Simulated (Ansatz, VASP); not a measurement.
**GaAs in VASP and in Ansatz**

```
Ga As
1.0
     0.00000    2.83309    2.83309
     2.83309    0.00000    2.83309
     2.83309    2.83309    0.00000
Ga As
1 1
Direct
  0.00000 0.00000 0.00000
  0.25000 0.25000 0.25000
```

Alike in both runs: task single point; functional PBE; k mesh 8 × 8 × 8; occupations fermi-dirac, width 0.02 eV; no spin polarisation.

|  | VASP | Ansatz |
| --- | --- | --- |
| version | VASP 6.6.1 | Ansatz 0.2.0 |
| potentials or method | VASP PAW PBE potentials, release 64 (Ga_d, As_d) | plane waves, PAW |
| plane-wave cutoff (eV) | 510 | 420 |
| valence electrons in the cell | 28 | 28 |

Ansatz gave:

| Item | Value |
| --- | --- |
| pressure (GPa) | 2.8 |

Task: Which values does VASP return?

Result: Pressure (GPa): 2.7.
